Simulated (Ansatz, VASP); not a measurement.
One calculation of KI, two programs

Contents of INCAR:

```
SYSTEM = KI
PREC = Accurate
ENCUT = 520
EDIFF = 1E-7
ISMEAR = 0
SIGMA = 0.05
LREAL = .FALSE.
LASPH = .TRUE.
NELM = 80
ALGO = Normal
ISIF = 2
LWAVE = .FALSE.
LCHARG = .FALSE.
GGA = PE
NBANDS = 15
```

File KPOINTS:

```
regular mesh
0
G
  6 6 6
  0 0 0
```

Contents of POSCAR:

```
KI
1.0
    0.0000000000      3.5245500000      3.5245500000
    3.5245500000      0.0000000000      3.5245500000
    3.5245500000      3.5245500000      0.0000000000
K I
1 1
Direct
    0.0000000000      0.0000000000      0.0000000000
    0.4822672398      0.4822672398      0.5177327602
```

Input for Ansatz:

```yaml
crystal:
  lattice:
    - [0.0, 3.52455, 3.52455]
    - [3.52455, 0.0, 3.52455]
    - [3.52455, 3.52455, 0.0]
  atoms:
    - { symbol: K, position: [0.0, 0.0, 0.0] }
    - { symbol: I, position: [0.4822672398, 0.4822672398, 0.5177327602] }
basis:
  ecutwfc: 420
kpoints:
  mp_grid: { grid: [6, 6, 6] }
hamiltonian:
  xc: pbe
scf:
  occupations: { method: gaussian, width: 0.05 }
output:
  forces: true
  stress: true
  eigenvalues: true
```

Change from the starting cell: all I atoms moved +0.125 Å, as atom 2 towards its neighbour atom 1 (K) at 3.525 Å.

Alike in both runs: task single point; functional PBE; k mesh 6 × 6 × 6; occupations gaussian, width 0.05 eV; no spin polarisation.

|  | VASP | Ansatz |
| --- | --- | --- |
| version | VASP 6.6.1 | Ansatz 0.2.0 |
| potentials or method | VASP PAW PBE potentials, release 64 (K_sv, I), cutoff 520 eV | scalar-relativistic, plane waves, PAW |
| valence electrons in the cell | 16 | 26 |

Ansatz gave:

| Property | Result |
| --- | --- |
| gap on the k mesh at the Fermi level (eV) | 3.99 |
| least direct gap on the mesh (eV) | 3.99 |
| pressure (GPa) | 0.7 |
| traceless stress, the component that is largest in VASP (GPa) | 0.16 |
| rms of the force components (eV/Å) | 0.084 |

**Question.** What did VASP give for the same quantities?

**Answer.** gap on the k mesh at the Fermi level (eV): 3.98; least direct gap on the mesh (eV): 3.98; pressure (GPa): 0.8; traceless stress, the component that is largest in VASP (GPa): 0.16; rms of the force components (eV/Å): 0.085.

Atom by atom the forces differ by 0.001 eV/Å (rms over components). With one functional, cell and mesh, what is left measures potentials, basis and numerics. VASP's potentials hold 16 valence electrons a cell and Ansatz's 26, so a difference there can come from the potentials and not from the codes.

Neither program's run includes spin-orbit coupling.
